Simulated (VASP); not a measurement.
# HfC (Ama2) in VASP: single point with PBE

Aim: the single point of HfC with PBE.

Program: VASP 6.6.1. These are calculated values, not measurements. Logs are shortened: lines on timing, memory, paths and dates and some standing lists are left out, and cuts for length are marked.

**1. The cell of the first run**

The structure is orthorhombic, space group Ama2 (No. 40). Conventional cell: a = 5.522 Å, b = 5.336 Å, c = 3.544 Å, α = 90.00°, β = 90.00°, γ = 90.00°. Within 2.7 Å of Hf (site symmetry m) lie 4 C at 2.03 to 2.41 Å. Within 2.7 Å of C (site symmetry 2) lie 4 Hf at 2.03 to 2.41 Å.

**2. Single point, PBE (strained and its atoms moved)**

File INCAR:

```
SYSTEM = HfC
PREC     = Accurate       ! precision mode
ENCUT    = 520            ! plane-wave cutoff, eV
EDIFF    = 1E-6           ! SCF threshold, eV
ISMEAR   = 0              ! smearing method
SIGMA    = 0.1            ! smearing width, eV
LREAL    = .False.        ! projectors in reciprocal space
LASPH    = .True.         ! aspherical terms in the spheres
NELM     = 100            ! most SCF steps
ALGO     = Normal         ! electronic algorithm
ISIF     = 2              ! what is computed and relaxed
LWAVE    = .False.        ! write WAVECAR
LCHARG   = .True.         ! write CHGCAR
GGA      = PE             ! functional
LELF     = .True.         ! ELF
LVHAR    = .True.       
NBANDS   = 22             ! bands
```

File KPOINTS:

```
Automatic mesh
0
Gamma
  12 12 8
  0 0 0
```

File POSCAR:

```
HfC
1.0
    3.1963482340      0.2005719632      0.0000000000
   -1.4244737015      2.8683988680      0.0000000000
    0.0000000000      0.0000000000      5.5224207753
Hf C
2 2
Direct
    0.5737281315      0.2891199665      0.7500000000
    0.2891199665      0.5737281315      0.2500000000
    0.0685759510      0.0685759510      0.0000000000
    0.0685759510      0.0685759510      0.5000000000
```

Potentials or basis: VASP PAW PBE potentials, release 64 (Hf_pv, C).

On the command line:

```bash
$ cat potpaw_PBE.64/Hf_pv/POTCAR potpaw_PBE.64/C/POTCAR > POTCAR
$ mpirun -np 1 vasp_std > vasp.out
```

OUTCAR:

```text
SYSTEM = HfC
   PREC = Accurate
   ENCUT = 520
   EDIFF = 1E-6
   ISMEAR = 0
   LREAL = .False.
   LASPH = .True.
   NELM = 100
   ISIF = 2
   GGA = PE

 ion  position               nearest neighbor table
   1  0.574  0.289  0.750-   3 2.03   4 2.03   3 2.41   4 2.41   3 2.75   4 2.75   2 3.15   2 3.15
                             2 3.48   2 3.48   2 3.48   2 3.48
   2  0.289  0.574  0.250-   3 2.03   4 2.03   3 2.41   4 2.41   3 2.75   4 2.75   1 3.15   1 3.15
                             1 3.48   1 3.48   1 3.48   1 3.48
   3  0.069  0.069  0.000-   2 2.03   1 2.03   2 2.41   1 2.41   1 2.75   2 2.75
   4  0.069  0.069  0.500-   2 2.03   1 2.03   2 2.41   1 2.41   1 2.75   2 2.75

  LATTYP: Found a base centered orthorhombic cell.
 ALAT       =     3.5437439695
 B/A-ratio  =     1.5056569213
 C/A-ratio  =     1.5583577208

  Lattice vectors:

 A1 = (   3.1963482340,   0.2005719632,   0.0000000000)
 A2 = (  -1.4244737015,   2.8683988680,   0.0000000000)
 A3 = (   0.0000000000,   0.0000000000,   5.5224207753)

Analysis of symmetry for initial positions (statically):
=====================================================================
 Subroutine PRICEL returns:
 Original cell was already a primitive cell.

 Routine SETGRP: Setting up the symmetry group for a
 base centered orthorhombic supercell.

 Subroutine GETGRP returns: Found  4 space group operations
 (whereof  2 operations were pure point group operations)
 out of a pool of  8 trial point group operations.

The static configuration has the point symmetry C_2 .
 The point group associated with its full space group is C_2v.

Analysis of symmetry for dynamics (positions and initial velocities):
=====================================================================
 Subroutine PRICEL returns:
 Original cell was already a primitive cell.

 Routine SETGRP: Setting up the symmetry group for a
 base centered orthorhombic supercell.

 Subroutine GETGRP returns: Found  4 space group operations
 (whereof  2 operations were pure point group operations)
 out of a pool of  8 trial point group operations.

The dynamic configuration has the point symmetry C_2 .
 The point group associated with its full space group is C_2v.

 Subroutine INISYM returns: Found  4 space group operations
 (whereof  2 operations are pure point group operations),
 and found     1 'primitive' translations

----------------------------------------------------------------------------------------

                                     Primitive cell

  volume of cell :      52.2096

[... 94 lines left out ...]
   EDIFFG = 0.1E-04   stopping-criterion for IOM
   NSW    =      0    number of steps for IOM
   IBRION =     -1    ionic relax: 0-MD 1-quasi-New 2-CG
   NFREE  =      0    steps in history (QN), initial steepest desc. (CG)
   ISIF   =      2    stress and relaxation
   ISYM   =      2    0-nonsym 1-usesym 2-fastsym
   POTIM  = 0.5000    time-step for ionic-motion
   TEBEG  =    0.0;   TEEND  =   0.0 temperature during run
   PSTRESS=    0.0 pullay stress
   NELECT =      28.0000    total number of electrons
   NUPDOWN=      -1.0000    fix difference up-down
   EMIN   =  10.00;   EMAX   =-10.00  energy-range for DOS
   EFERMI =   0.00;   METHOD = LEGACY
   ISMEAR =     0;   SIGMA  =   0.10  broadening in eV -4-tet -1-fermi 0-gaus
   EFERMI_NEDOS =   21; number of points for ismear=-14 and -15
   IALGO  =     38    algorithm
   IMIX   =      4    mixing-type and parameters
     AMIX     =   0.40;   BMIX     =  1.00
     AMIX_MAG =   1.60;   BMIX_MAG =  1.00
  volume/ion in A,a.u.               =      13.05        88.08
  Fermi-wavevector in a.u.,A,eV,Ry     =   1.330079  2.513485 24.070205  1.769110
  Thomas-Fermi vector in A             =   2.459193
   LORBIT       =      0    0 simple, 1 ext, 2 COOP (PROOUT), +10 PAW based schemes
   GGA     = PE    functional components
   LHFCALC =     F    Hartree Fock is set to
   AEXX    =    0.0000 exact exchange contribution
   IVDW    =     0    specifies the selected vdW correction
   LEPSILON=     F    determine dielectric tensor
   LRPA    =     F    only Hartree local field effects (RPA)
 non-spin polarized calculation
 Gauss-broadening in eV      SIGMA  =   0.10
  energy-cutoff  :      520.00
  volume of cell :       52.21
 maximum number of plane-waves:      1432
   NGX = 11   NGY = 11   NGZ = 21

 number of electron      27.9999998 magnetization

 Free energy of the ion-electron system (eV)
  ---------------------------------------------------
  ext. energy  EPLUGINS =         0.00000000
  ---------------------------------------------------
  free energy    TOTEN  =       -38.11845859 eV

  energy without entropy =      -38.10902103  energy(sigma->0) =      -38.11373981

 E-fermi :   5.7771     XC(G=0): -12.0135

 val. band max:        5.7687510534   @ k =   0.5000   0.0833   0.0000
 cond. band min:       5.7805013688   @ k =  -0.1667   0.1667   0.1250
 fundamental gap:      0.0117503154
 Fermi energy:         5.7771162760

 k-point     1 :       0.0000    0.0000    0.0000
  band No.  band energies     occupation
      1     -24.5964      2.00000
      2     -24.0584      2.00000
      3     -24.0561      2.00000
      4     -23.9834      2.00000
      5     -23.9024      2.00000
      6     -23.8943      2.00000
[... 589 lines left out ...]
     21      12.3301      0.00000
     22      13.1362      0.00000

 [... further k-points ...]

------------------------ aborting loop because EDIFF is reached ----------------------------------------

  FORCE on cell =-STRESS in cart. coord.  units (eV):
  Direction    XX          YY          ZZ          XY          YZ          ZX
  --------------------------------------------------------------------------------------
  -------------------------------------------------------------------------------------
  Total        4.4713915      1.3211950      9.5691804     -2.7281390     -0.0000000      0.0000000
  in kB      137.2154704     40.5440677    293.6534627    -83.7195491     -0.0000000      0.0000000
  external PRESSURE =     157.1376670 kB  Pullay stress =       0.0000000 kB

 VOLUME and BASIS-vectors are now :
 -----------------------------------------------------------------------------
  energy-cutoff  :      520.00
  volume of cell :       52.21
      direct lattice vectors                 reciprocal lattice vectors
     3.196348234  0.200571963  0.000000000     0.303402279  0.150672409  0.000000000
    -1.424473701  2.868398868  0.000000000    -0.021215317  0.338090825  0.000000000
     0.000000000  0.000000000  5.522420775     0.000000000  0.000000000  0.181080008

 POSITION                                       TOTAL-FORCE (eV/Angst)
 -----------------------------------------------------------------------------------
      1.42199      0.94439      4.14182         4.427488      2.404260      0.000000
      0.10687      1.70367      1.38061        -0.131590      5.036439      0.000000
      0.12151      0.21046      0.00000        -2.147949     -3.720350      0.000000
      0.12151      0.21046      2.76121        -2.147949     -3.720350      0.000000
 -----------------------------------------------------------------------------------
    total drift:                               -0.000084     -0.000109     -0.000000

  FREE ENERGIE OF THE ION-ELECTRON SYSTEM (eV)
  ---------------------------------------------------
  free  energy   TOTEN  =       -38.1184585944 eV

  energy  without entropy=      -38.1090210349  energy(sigma->0) =      -38.11373981
```

OSZICAR:

```text
N       E                     dE             d eps       ncg     rms          rms(c)
DAV:   1     0.893108015831E+02    0.89311E+02   -0.14975E+04  9460   0.122E+03
DAV:   2    -0.401725242784E+02   -0.12948E+03   -0.12297E+03 11736   0.287E+02
DAV:   3    -0.459438286666E+02   -0.57713E+01   -0.57227E+01 12216   0.445E+01
DAV:   4    -0.460116562729E+02   -0.67828E-01   -0.67797E-01 11328   0.530E+00
DAV:   5    -0.460126007338E+02   -0.94446E-03   -0.94436E-03 12706   0.548E-01    0.860E+01
DAV:   6    -0.384218476872E+02    0.75908E+01   -0.51388E+01 11200   0.270E+01    0.525E+01
DAV:   7    -0.382943535105E+02    0.12749E+00   -0.49222E+00 10858   0.951E+00    0.292E+01
DAV:   8    -0.381279237332E+02    0.16643E+00   -0.97133E-01 12100   0.435E+00    0.699E+00
DAV:   9    -0.381188692587E+02    0.90545E-02   -0.63936E-02 10750   0.158E+00    0.422E+00
DAV:  10    -0.381188880712E+02   -0.18812E-04   -0.91315E-03 11914   0.539E-01    0.425E-01
DAV:  11    -0.381184946511E+02    0.39342E-03   -0.33694E-03 11502   0.280E-01    0.596E-01
DAV:  12    -0.381184583208E+02    0.36330E-04   -0.31650E-04 11010   0.849E-02    0.743E-02
DAV:  13    -0.381184583410E+02   -0.20164E-07   -0.12507E-05 11872   0.202E-02    0.261E-02
DAV:  14    -0.381184585944E+02   -0.25342E-06   -0.51186E-07  6854   0.468E-03
   1 F= -.38118459E+02 E0= -.38113740E+02  d E =-.943756E-02
```

stdout:

```text
POSCAR found type information on POSCAR HfC
 POSCAR found :  2 types and       4 ions
 scaLAPACK will be used
 LDA part: xc-table for (Slater+PW92), standard interpolation
 POSCAR, INCAR and KPOINTS ok, starting setup
 FFT: planning ... GRIDC
 FFT: planning ... GRID_SOFT
 FFT: planning ... GRID
 WAVECAR not read
 entering main loop
```

Run time: 1.9 min. Hardware: 1 thread of AMD EPYC 9R14 (Zen 4), shared host; peak memory 0.3 GiB.

Results:

```
Free energy            : -38.1185 eV
Pressure               : 15.7 GPa
Largest force          : 5.038 eV/Å
Band gap on the k mesh : zero (band 14 reaches 6.23 eV, above the bottom of band 15 at 5.36 eV)
```

Forces in eV/Å, atoms in the order of the input:
```
Hf   4.427  2.404  0.000
Hf  -0.132  5.036  0.000
C   -2.148 -3.720  0.000
C   -2.148 -3.720  0.000
```

Levels at points of the mesh, in eV from the Fermi level:
```csv
k point,band 12,band 13,band 14,band 15,band 16,band 17
"(0.00, 0.00, 0.00)",-1.58,-1.19,0.18,0.29,1.56,2.48
"(0.50, 0.00, 0.00)",-2.20,-1.98,0.02,0.14,3.64,4.48
"(0.50, 0.50, 0.00)",-3.08,-2.56,-0.02,1.84,2.08,4.35
"(0.00, 0.00, 0.50)",-2.45,-0.35,-0.35,1.41,1.41,2.55
"(0.50, 0.00, 0.50)",-2.30,-1.42,-0.82,0.02,2.67,4.30
"(0.50, 0.50, 0.50)",-3.87,-0.66,-0.66,0.72,0.72,5.84
```

Caveat: the cell differs from its parent crystal (strained and its atoms moved); spin-orbit coupling is left out, which moves the levels of the heavy elements; forces of over 1 eV/Å act on the atoms, so gaps and moduli don't describe the material at rest.
